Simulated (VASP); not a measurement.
Wanted: the native input for a VASP 6.6.1 run.

| Property | Result |
| --- | --- |
| Task | single point |
| Functional | PBEsol |
| Potentials or basis | VASP PAW PBE potentials, release 64 (Cd_sv_GW, F) |
| Cutoff | 700 eV |
| k mesh | 8 × 8 × 8 |
| Occupations | gaussian, width 0.05 eV |
| Spin | no spin polarisation |
| Dipole correction | no |
| Further INCAR settings | ALGO = Normal; EDIFF = 1e-06; NBANDS = 24 |

The structure of CdF2 lies in POSCAR:

```
CdF2
1.0
    0.0000000000      2.6380099148      2.6912977151
    2.6380099148      0.0000000000      2.6912977151
    2.6380099148      2.6380099148      0.0000000000
Cd F
1 2
Direct
    0.0000000000      0.0000000000      0.0000000000
    0.2500000000      0.2500000000      0.2500000000
    0.7500000000      0.7500000000      0.7500000000
```

These files were run (other wordings do the same):

INCAR

```
ALGO = Normal
EDIFF = 1E-6
ENCUT = 700
GGA = PS
GGA_COMPAT = F
ISIF = 2
ISMEAR = 0
LASPH = T
LCHARG = F
LREAL = F
LWAVE = F
NBANDS = 24
NELM = 120
PREC = Accurate
SIGMA = 0.05
```

KPOINTS

```
k-points
0
Gamma
  8 8 8
```

Potentials or basis: VASP PAW PBE potentials, release 64 (Cd_sv_GW, F).

Run with:

```sh
$ cat potpaw_PBE.64/Cd_sv_GW/POTCAR potpaw_PBE.64/F/POTCAR > POTCAR
$ mpirun -np 1 vasp_std > vasp.out
```

It gave:

* Pressure: 4.5 GPa
* Band gap on the k mesh: 3.05 eV (least direct gap 3.46 eV)

Caveat: the cell stands under pressure; the PAW data sets were made with another functional, which shifts forces and pressure a little.

Wall time 55 s on 1 thread of Intel(R) Xeon(R) 6975P-C (Granite Rapids) (shared host), peak memory 0.26 GiB.
